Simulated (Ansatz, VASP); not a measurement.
**One calculation of Ge, two programs**

```
Ge
1.0
     0.00000    2.81094    2.81094
     2.81094    0.00000    2.81094
     2.81094    2.81094    0.00000
Ge
2
Direct
  0.00000 0.00000 0.00000
  0.25000 0.25000 0.25000
```

Alike in both runs: functional LDA; k mesh 12 × 12 × 12; occupations gaussian, width 0.1 eV; no spin polarisation.

Ansatz relaxed the structure, and its values are those at the end. VASP's run is a single point on that final structure, the one shown.

|  | VASP | Ansatz |
| --- | --- | --- |
| version | VASP 6.6.1 | Ansatz 0.2.0 |
| potentials or method | VASP PAW LDA potentials, release 64 (Ge_d), cutoff 500 eV | scalar-relativistic, plane waves, PAW |
| valence electrons in the cell | 28 | 28 |

|  | VASP | Ansatz | Ansatz less VASP |
| --- | --- | --- | --- |
| gap on the k mesh at the Fermi level (eV) | none | none | - |
| pressure (GPa) | 0.1 | 0.0 | -0.14 |

LDA's correlation is that of Perdew and Zunger in VASP and of Perdew and Wang (1992) in Ansatz. A gap of «none» marks a metal or a gap that the smearing closes.
